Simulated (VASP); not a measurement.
A run of VASP 6.6.1 is set up as follows.

The input INCAR:

```
SYSTEM = Zn11AgS12
PREC     = Accurate       ! precision mode
ENCUT    = 520            ! plane-wave cutoff, eV
EDIFF    = 1E-7           ! SCF threshold, eV
ISMEAR   = -1             ! smearing method
SIGMA    = 0.01           ! smearing width, eV
LREAL    = Auto         
LASPH    = .TRUE.         ! aspherical terms in the spheres
NELM     = 80             ! most SCF steps
ALGO     = Normal         ! electronic algorithm
ISIF     = 2              ! what is computed and relaxed
LWAVE    = .FALSE.        ! write WAVECAR
LCHARG   = .FALSE.        ! write CHGCAR
GGA      = PE             ! functional
NELECT   = 216.0        
NBANDS   = 126            ! bands
```

The input KPOINTS:

```
Automatic mesh
0
G
  3 3 2
  0 0 0
```

POSCAR

```
Zn11AgS12
1.0
    5.7340500000      3.3105553110      0.0000000000
   -5.7340500000      3.3105553110      0.0000000000
    0.0000000000      0.0000000000     12.5200000000
Zn Ag S
11 1 12
Direct
   -0.0038776643     -0.0038776643      0.0019257937
    0.3333333333      0.6705443309      0.0019257937
    0.6705443309      0.3333333333      0.0019257937
   -0.0009926993     -0.0009926993      0.4998751269
    0.3333333333      0.6676593659      0.4998751269
    0.6676593659      0.3333333333      0.4998751269
    0.6666666667      0.0000000000      0.2461186382
    0.0000000000      0.6666666667      0.2461186382
    0.3333333333      1.0027146794      0.7508379017
    0.6639519873      0.6639519873      0.7508379017
    0.0027146794      0.3333333333      0.7508379017
    0.3333333333      0.3333333333      0.2515448535
   -0.0181201011     -0.0181201011      0.1837141289
    0.3333333333      0.6847867677      0.1837141289
    0.6847867677      0.3333333333      0.1837141289
   -0.0032990169     -0.0032990169      0.6882277816
    0.3333333333      0.6699656835      0.6882277816
    0.6699656835      0.3333333333      0.6882277816
    0.3333333333      0.3333333333      0.4506915172
    0.6666666667      0.0000000000      0.4367481418
    0.0000000000      0.6666666667      0.4367481418
    0.3333333333      1.0035282758      0.9360959569
    0.6631383908      0.6631383908      0.9360959569
    0.0035282758      0.3333333333      0.9360959569
```

Potentials or basis: VASP PAW PBE potentials, release 64 (Zn, Ag, S).

Launch:

```sh
$ cat potpaw_PBE.64/Zn/POTCAR potpaw_PBE.64/Ag/POTCAR potpaw_PBE.64/S/POTCAR > POTCAR
$ mpirun -np 1 vasp_std > vasp.out
```

Task: Estimate the largest force.

Result: 0.019 eV/Å.

Forces on the atoms (eV/Å):
```
Zn   0.000  0.011 -0.001
Zn   0.010 -0.006 -0.001
Zn  -0.010 -0.006 -0.001
Zn   0.000 -0.004 -0.004
Zn  -0.004  0.002 -0.004
Zn   0.004  0.002 -0.004
Zn   0.000  0.000 -0.008
Zn   0.000  0.000 -0.008
Zn  -0.002  0.001 -0.002
Zn   0.000 -0.003 -0.002
Zn   0.002  0.001 -0.002
Ag   0.000  0.000  0.007
S    0.000  0.016  0.011
S    0.014 -0.008  0.011
S   -0.014 -0.008  0.011
S    0.000 -0.003 -0.001
S   -0.003  0.002 -0.001
S    0.003  0.002 -0.001
S    0.000  0.000 -0.018
S    0.000  0.000 -0.001
S    0.000  0.000 -0.001
S   -0.005  0.003  0.007
S    0.000 -0.005  0.007
S    0.005  0.003  0.007
```

Caveat: the cell carries a net charge on a neutralising background, which shifts energy and pressure.
